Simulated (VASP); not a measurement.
Set up this calculation in VASP 6.6.1, as the native input.

* Task: single point
* Functional: PBE
* Potentials or basis: VASP PAW PBE potentials, release 64 (B, As)
* Cutoff: 520 eV
* k mesh: 4 × 4 × 6
* Occupations: gaussian, width 0.1 eV
* Spin: no spin polarisation
* Dipole correction: no
* Further INCAR settings: ALGO = Normal; EDIFF = 1e-06; NBANDS = 26

The structure of BAs lies in POSCAR:

```
BAs
1.0
    5.8856194761      0.0000000000      0.0000000000
    0.0000000000      5.8856194761      0.0000000000
    0.0000000000      0.0000000000      3.3901885292
B As
4 4
Direct
    0.6772658185      0.6772658185      0.0000000000
    0.1772658185      0.8227341815      0.5000000000
    0.8227341815      0.1772658185      0.5000000000
    0.3227341815      0.3227341815      0.0000000000
    0.8185182038      0.8185182038      0.5000000000
    0.1814817962      0.1814817962      0.5000000000
    0.6814817962      0.3185182038      0.0000000000
    0.3185182038      0.6814817962      0.0000000000
```

One way to write it, as run:

INCAR

```
PREC = Accurate
ENCUT = 520
EDIFF = 1E-6
ISMEAR = 0
SIGMA = 0.1
LREAL = False
LASPH = True
NELM = 100
ALGO = Normal
ISIF = 2
LWAVE = False
LCHARG = False
GGA = PE
NBANDS = 26
```

KPOINTS

```
regular mesh
0
Gamma
  4 4 6
```

Potentials or basis: VASP PAW PBE potentials, release 64 (B, As).

Command:

```sh
$ cat potpaw_PBE.64/B/POTCAR potpaw_PBE.64/As/POTCAR > POTCAR
$ mpirun -np 1 vasp_std > vasp.out
```

It gave:

| Item | Value |
| --- | --- |
| Pressure | 0.7 GPa |
| Largest force | 0.005 eV/Å |
| Band gap on the k mesh | 0.83 eV, indirect (least direct gap 1.15 eV) |

It took 55 s on 1 thread of Intel(R) Xeon(R) Platinum 8259CL CPU @ 2.50GHz (Skylake/Cascade Lake) (shared host), peak memory 0.26 GiB.
